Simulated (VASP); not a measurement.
# MgS (Fm-3m) in VASP: further runs

The runs below take MgS through single point, relaxation of cell and atoms, with PBEsol.

All numbers are computed with VASP 6.6.1; they aren't measurements. Logs are shortened: lines on timing, memory, paths and dates and some standing lists are left out, and cuts for length are marked.

## 1. The cell of the first run

It takes space group Fm-3m (No. 225, cubic). Conventional cell: a = 5.182 Å, b = 5.182 Å, c = 5.182 Å, α = 90.00°, β = 90.00°, γ = 90.00°. Mg (site symmetry m-3m) has 6 S at 2.59 Å within 3.4 Å. Within 3.4 Å of S (site symmetry m-3m) lie 6 Mg at 2.59 Å.

## 2. Single point, PBEsol

The input, INCAR:

```
SYSTEM = MgS
  PREC = Accurate
  ENCUT = 520
  EDIFF = 1E-7
  ISMEAR = 0
  SIGMA = 0.02
  LREAL = .False.
  LASPH = .True.
  NELM = 100
  ALGO = Normal
  ISIF = 2
  LWAVE = .False.
  LCHARG = .False.
  GGA = PS
  NBANDS = 11
```

The input, KPOINTS:

```
regular mesh
0
Gamma
  8 8 8
  0 0 0
```

The input, POSCAR:

```
MgS
1.0
    0.0000000000      2.5909736081      2.5909736081
    2.5909736081      0.0000000000      2.5909736081
    2.5909736081      2.5909736081      0.0000000000
Mg S
1 1
Direct
    0.0000000000      0.0000000000      0.0000000000
    0.5000000000      0.5000000000      0.5000000000
```

Potentials or basis: VASP PAW PBE potentials, release 64 (Mg, S).

The run is started by

```bash
$ cat potpaw_PBE.64/Mg/POTCAR potpaw_PBE.64/S/POTCAR > POTCAR
$ mpirun -np 1 vasp_std > vasp.out
```

OUTCAR:

```text
SYSTEM = MgS
   PREC = Accurate
   ENCUT = 520
   EDIFF = 1E-7
   ISMEAR = 0
   LREAL = .False.
   LASPH = .True.
   NELM = 100
   ISIF = 2
   GGA = PS

 ion  position               nearest neighbor table
   1  0.000  0.000  0.000-   2 2.59   2 2.59   2 2.59   2 2.59   2 2.59   2 2.59
   2  0.500  0.500  0.500-   1 2.59   1 2.59   1 2.59   1 2.59   1 2.59   1 2.59

  LATTYP: Found a face centered cubic cell.
 ALAT       =     5.1819472162

  Lattice vectors:

 A1 = (   0.0000000000,   2.5909736081,   2.5909736081)
 A2 = (   2.5909736081,   0.0000000000,   2.5909736081)
 A3 = (   2.5909736081,   2.5909736081,   0.0000000000)

Analysis of symmetry for initial positions (statically):
=====================================================================
 Subroutine PRICEL returns:
 Original cell was already a primitive cell.

 Routine SETGRP: Setting up the symmetry group for a
 face centered cubic supercell.

 Subroutine GETGRP returns: Found 48 space group operations
 (whereof 48 operations were pure point group operations)
 out of a pool of 48 trial point group operations.

The static configuration has the point symmetry O_h .

Analysis of symmetry for dynamics (positions and initial velocities):
=====================================================================
 Subroutine PRICEL returns:
 Original cell was already a primitive cell.

 Routine SETGRP: Setting up the symmetry group for a
 face centered cubic supercell.

 Subroutine GETGRP returns: Found 48 space group operations
 (whereof 48 operations were pure point group operations)
 out of a pool of 48 trial point group operations.

The dynamic configuration has the point symmetry O_h .

 Subroutine INISYM returns: Found 48 space group operations
 (whereof 48 operations are pure point group operations),
 and found     1 'primitive' translations

----------------------------------------------------------------------------------------

                                     Primitive cell

  volume of cell :      34.7872

  direct lattice vectors                    reciprocal lattice vectors
     0.000000000  2.590973608  2.590973608    -0.192977651  0.192977651  0.192977651
     2.590973608  0.000000000  2.590973608     0.192977651 -0.192977651  0.192977651
     2.590973608  2.590973608  0.000000000     0.192977651  0.192977651 -0.192977651

  length of vectors
     3.664190016  3.664190016  3.664190016     0.334247096  0.334247096  0.334247096

  position of ions in fractional coordinates (direct lattice)
     0.000000000  0.000000000  0.000000000
     0.500000000  0.500000000  0.500000000

  ion indices of the primitive-cell ions
   primitive index   ion index
                 1           1
                 2           2

----------------------------------------------------------------------------------------

 KPOINTS: regular mesh

Automatic generation of k-mesh.
 Grid dimensions read from file:
 generate k-points for:    8    8    8

 Generating k-lattice:

  Cartesian coordinates                     Fractional coordinates (reciprocal lattice)
    -0.024122206  0.024122206  0.024122206     0.125000000  0.000000000  0.000000000
     0.024122206 -0.024122206  0.024122206     0.000000000  0.125000000  0.000000000
     0.024122206  0.024122206 -0.024122206     0.000000000  0.000000000  0.125000000

  Length of vectors
     0.041780887  0.041780887  0.041780887

  Shift w.r.t. Gamma in fractional coordinates (k-lattice)
     0.000000000  0.000000000  0.000000000

 Subroutine IBZKPT returns following result:
 ===========================================

 Found     29 irreducible k-points:

 Following reciprocal coordinates:
            Coordinates               Weight
  0.000000  0.000000  0.000000      1.000000
  0.125000  0.000000  0.000000      8.000000
  0.250000  0.000000  0.000000      8.000000
  0.375000  0.000000  0.000000      8.000000
  0.500000  0.000000  0.000000      4.000000
  0.125000  0.125000  0.000000      6.000000
[... 16 lines left out ...]
  0.500000  0.250000  0.125000     48.000000
 -0.375000  0.250000  0.125000     24.000000
 [... further k-points ...]
   k-points           NKPTS =     29   k-points in BZ     NKDIM =     29   number of bands    NBANDS=     11
   number of dos      NEDOS =    301   number of ions     NIONS =      2
   total plane-waves  NPLWV =  21952
   dimension x,y,z NGX =    28 NGY =   28 NGZ =   28
   dimension x,y,z NGXF=    56 NGYF=   56 NGZF=   56
   ions per type =               1   1
   NGX,Y,Z   is equivalent  to a cutoff of  12.70, 12.70, 12.70 a.u.
   NGXF,Y,Z  is equivalent  to a cutoff of  25.41, 25.41, 25.41 a.u.
 SYSTEM =  MgS
   PREC   = accura    normal or accurate (medium, high low for compatibility)
   ISTART =      0    job   : 0-new  1-cont  2-samecut
   ICHARG =      2    charge: 1-file 2-atom 10-const
   ISPIN  =      1    spin polarized calculation?
   LNONCOLLINEAR =      F non collinear calculations
   LSORBIT =      F    spin-orbit coupling
   LASPH  =      T    aspherical Exc in radial PAW
   ENCUT  =  520.0 eV  38.22 Ry    6.18 a.u.   6.81  6.81  6.81*2*pi/ulx,y,z
   NELM   =    100;   NELMIN=  2; NELMDL= -5     # of ELM steps
   EDIFF  = 0.1E-06   stopping-criterion for ELM
   LREAL  =      F    real-space projection
   EDIFFG = 0.1E-05   stopping-criterion for IOM
   NSW    =      0    number of steps for IOM
   IBRION =     -1    ionic relax: 0-MD 1-quasi-New 2-CG
   NFREE  =      0    steps in history (QN), initial steepest desc. (CG)
   ISIF   =      2    stress and relaxation
   ISYM   =      2    0-nonsym 1-usesym 2-fastsym
   POTIM  = 0.5000    time-step for ionic-motion
   TEBEG  =    0.0;   TEEND  =   0.0 temperature during run
   PSTRESS=    0.0 pullay stress
   NELECT =       8.0000    total number of electrons
   NUPDOWN=      -1.0000    fix difference up-down
   EMIN   =  10.00;   EMAX   =-10.00  energy-range for DOS
   EFERMI =   0.00;   METHOD = LEGACY
   ISMEAR =     0;   SIGMA  =   0.02  broadening in eV -4-tet -1-fermi 0-gaus
   EFERMI_NEDOS =   21; number of points for ismear=-14 and -15
   IALGO  =     38    algorithm
   IMIX   =      4    mixing-type and parameters
     AMIX     =   0.40;   BMIX     =  1.00
     AMIX_MAG =   1.60;   BMIX_MAG =  1.00
  volume/ion in A,a.u.               =      17.39       117.38
  Fermi-wavevector in a.u.,A,eV,Ry     =   1.002994  1.895385 13.687430  1.005998
  Thomas-Fermi vector in A             =   2.135518
   LORBIT       =      0    0 simple, 1 ext, 2 COOP (PROOUT), +10 PAW based schemes
   GGA     = PS    functional components
   LHFCALC =     F    Hartree Fock is set to
   AEXX    =    0.0000 exact exchange contribution
   IVDW    =     0    specifies the selected vdW correction
   LEPSILON=     F    determine dielectric tensor
   LRPA    =     F    only Hartree local field effects (RPA)
 non-spin polarized calculation
 Gauss-broadening in eV      SIGMA  =   0.02
  energy-cutoff  :      520.00
  volume of cell :       34.79
 maximum number of plane-waves:       960
   NGX = 13   NGY = 13   NGZ = 13

 number of electron       7.9999999 magnetization

 Free energy of the ion-electron system (eV)
  ---------------------------------------------------
  ext. energy  EPLUGINS =         0.00000000
  ---------------------------------------------------
  free energy    TOTEN  =        -9.07505794 eV

  energy without entropy =       -9.07505794  energy(sigma->0) =       -9.07505794

 E-fermi :   3.9548     XC(G=0):  -9.8877

 val. band max:        3.7861494243   @ k =   0.0000   0.0000   0.0000
 cond. band min:       6.5159250214   @ k =   0.5000   0.5000   0.0000
 fundamental gap:      2.7297755971
 Fermi energy:         3.9547588346

 k-point     1 :       0.0000    0.0000    0.0000
  band No.  band energies     occupation
      1      -8.9684      2.00000
      2       3.7861      2.00000
      3       3.7861      2.00000
      4       3.7861      2.00000
      5       7.4763      0.00000
      6      11.6325      0.00000
      7      11.6325      0.00000
      8      11.6325      0.00000
      9      14.1112      0.00000
     10      14.1112      0.00000
     11      16.1117      0.00000

 k-point     2 :       0.1250    0.0000    0.0000
  band No.  band energies     occupation
      1      -8.8127      2.00000
      2       2.7084      2.00000
      3       3.6805      2.00000
      4       3.6805      2.00000
      5       8.2814      0.00000
      6      11.3140      0.00000
      7      11.8905      0.00000
      8      11.8905      0.00000
      9      13.4664      0.00000
     10      13.4664      0.00000
     11      16.4411      0.00000

 k-point     3 :       0.2500    0.0000    0.0000
  band No.  band energies     occupation
      1      -8.3900      2.00000
      2       0.9060      2.00000
      3       3.4509      2.00000
      4       3.4509      2.00000
      5       8.6609      0.00000
      6      11.5387      0.00000
      7      11.5387      0.00000
      8      12.0679      0.00000
      9      14.0252      0.00000
     10      14.0252      0.00000
     11      15.6302      0.00000

 k-point     4 :       0.3750    0.0000    0.0000
  band No.  band energies     occupation
      1      -7.8706      2.00000
      2      -0.5770      2.00000
      3       3.2495      2.00000
      4       3.2495      2.00000
      5       8.3515      0.00000
      6      10.8744      0.00000
      7      10.8744      0.00000
      8      13.6288      0.00000
      9      15.2693      0.00000
     10      16.0089      0.00000
     11      16.0089      0.00000
[... 239 lines left out ...]
 k-point    22 :       0.3750    0.2500    0.1250
  band No.  band energies     occupation
      1      -8.0581      2.00000
      2       0.6371      2.00000
      3       2.2746      2.00000
      4       3.0837      2.00000
      5       9.5682      0.00000
      6      10.1440      0.00000
      7      10.8121      0.00000
      8      12.9750      0.00000
      9      13.8605      0.00000
     10      16.7557      0.00000
     11      18.6493      0.00000

 k-point    23 :       0.5000    0.2500    0.1250
  band No.  band energies     occupation
      1      -7.6180      2.00000
      2      -0.2320      2.00000
      3       1.7189      2.00000
      4       2.7597      2.00000
      5       9.3653      0.00000
      6      10.0910      0.00000
      7      11.5268      0.00000
      8      12.7652      0.00000
      9      15.4325      0.00000
     10      18.0444      0.00000
     11      18.6568      0.00000

 k-point    24 :      -0.3750    0.2500    0.1250
  band No.  band energies     occupation
      1      -7.4061      2.00000
      2      -0.6405      2.00000
      3       1.5714      2.00000
      4       2.5940      2.00000
      5       9.3186      0.00000
      6       9.8012      0.00000
      7      12.1716      0.00000
      8      13.1769      0.00000
      9      16.0018      0.00000
     10      17.1057      0.00000
     11      19.2797      0.00000

 [... further k-points ...]

------------------------ aborting loop because EDIFF is reached ----------------------------------------

  FORCE on cell =-STRESS in cart. coord.  units (eV):
  Direction    XX          YY          ZZ          XY          YZ          ZX
  --------------------------------------------------------------------------------------
  -------------------------------------------------------------------------------------
  Total       -0.0417811     -0.0417811     -0.0417811      0.0000000      0.0000000     -0.0000000
  in kB       -1.9242929     -1.9242929     -1.9242929      0.0000000      0.0000000     -0.0000000
  external PRESSURE =      -1.9242929 kB  Pullay stress =       0.0000000 kB

 VOLUME and BASIS-vectors are now :
 -----------------------------------------------------------------------------
  energy-cutoff  :      520.00
  volume of cell :       34.79
      direct lattice vectors                 reciprocal lattice vectors
     0.000000000  2.590973608  2.590973608    -0.192977651  0.192977651  0.192977651
     2.590973608  0.000000000  2.590973608     0.192977651 -0.192977651  0.192977651
     2.590973608  2.590973608  0.000000000     0.192977651  0.192977651 -0.192977651

 POSITION                                       TOTAL-FORCE (eV/Angst)
 -----------------------------------------------------------------------------------
      0.00000      0.00000      0.00000        -0.000000      0.000000      0.000000
      2.59097      2.59097      2.59097         0.000000     -0.000000     -0.000000
 -----------------------------------------------------------------------------------
    total drift:                                0.000000      0.000000      0.000000

  FREE ENERGIE OF THE ION-ELECTRON SYSTEM (eV)
  ---------------------------------------------------
  free  energy   TOTEN  =        -9.0750579427 eV

  energy  without entropy=       -9.0750579427  energy(sigma->0) =       -9.07505794
```

Run time: 8.1 s. Hardware: 1 thread of Intel Xeon 6975P-C, shared host; peak memory 0.16 GiB.

Results:

| Quantity | Value |
| --- | --- |
| Free energy | -9.0751 eV |
| Pressure | -0.2 GPa |
| Band gap on the k mesh | 2.73 eV, indirect (least direct gap 3.69 eV) |

Caveat: the PAW data sets were made with another functional, which shifts forces and pressure a little.

## 3. Relaxation of cell and atoms, PBEsol

This run uses another cell than the first one, of 17.67 Å³/atom, 1.016 times its volume.

The input, INCAR:

```
SYSTEM = MgS
PREC = Accurate ; ENCUT = 600
EDIFF = 1E-6 ; ISMEAR = 0
SIGMA = 0.02 ; LREAL = .FALSE.
LASPH = .TRUE. ; NELM = 60
ALGO = Normal ; ISIF = 3
LWAVE = .FALSE. ; LCHARG = .FALSE.
GGA = PS ; IBRION = 2
NSW = 100 ; EDIFFG = -0.005
```

The input, KPOINTS:

```
regular mesh
0
G
  8 8 8
  0 0 0
```

The input, POSCAR:

```
MgS
1.0
    0.0000000000      2.6043975556      2.6043975556
    2.6043975556      0.0000000000      2.6043975556
    2.6043975556      2.6043975556      0.0000000000
Mg S
1 1
Direct
    0.0000000000      0.0000000000      0.0000000000
    0.5000000000      0.5000000000      0.5000000000
```

Potentials or basis: VASP PAW PBE potentials, release 64 (Mg, S).

The run is started by

```bash
$ cat potpaw_PBE.64/Mg/POTCAR potpaw_PBE.64/S/POTCAR > POTCAR
$ mpirun -np 1 vasp_std > vasp.out
```

Run time: 18 s. Hardware: 1 thread of Intel Xeon 6975P-C, shared host; peak memory 0.18 GiB.

The run converged. Its results:

```yaml
Free_energy: -9.0756 eV
Relaxed_volume: 17.36 Å³/atom
Relaxed_cell: a = 3.662 Å, b = 3.662 Å, c = 3.662 Å, α = 60.00°, β = 60.00°, γ = 60.00°
Space_group_after_relaxing_to_0.05_Å: Fm-3m (No. 225)
Energy_gained_by_relaxing: 1.3 meV/atom
Ionic_steps: 3
Pressure_after_relaxing: 0.0 GPa
Band_gap_on_the_k_mesh: 2.73 eV, indirect (least direct gap 3.71 eV)
```

The path:
```csv
step,energy change (eV),largest force (eV/Å),pressure (GPa),volume (Å³)
1,0.0000,0.0000,-1.35,35.33
2,-0.0025,0.0000,0.32,34.58
3,-0.0026,0.0000,0.00,34.71
```

Final structure:
```cif
data_structure
_symmetry_space_group_name_H-M 'P 1'
_symmetry_Int_Tables_number 1
_cell_length_a 3.6616
_cell_length_b 3.6616
_cell_length_c 3.6616
_cell_angle_alpha 60.000
_cell_angle_beta 60.000
_cell_angle_gamma 60.000
_cell_volume 34.71
loop_
_atom_site_label
_atom_site_type_symbol
_atom_site_fract_x
_atom_site_fract_y
_atom_site_fract_z
_atom_site_occupancy
Mg1 Mg 0.00000 0.00000 0.00000 1
S1 S 0.50000 0.50000 0.50000 1
```

Levels at points of the mesh, in eV from the valence-band top:
| k point | band 1 | band 2 | band 3 | band 4 | band 5 | band 6 | band 7 | band 8 |
| --- | --- | --- | --- | --- | --- | --- | --- | --- |
| (0.00, 0.00, 0.00) | -12.77 | 0.00 | 0.00 | 0.00 | 3.71 | 7.84 | 7.84 | 7.84 |
| (0.50, 0.00, 0.00) | -11.40 | -4.97 | -0.62 | -0.62 | 4.42 | 6.84 | 6.84 | 10.22 |
| (0.50, 0.50, 0.00) | -11.01 | -4.34 | -1.74 | -1.74 | 2.73 | 4.20 | 12.01 | 12.86 |

Caveat: the PAW data sets were made with another functional, which shifts forces and pressure a little. A hybrid or GW would open this gap; PBEsol tends to underestimate it.
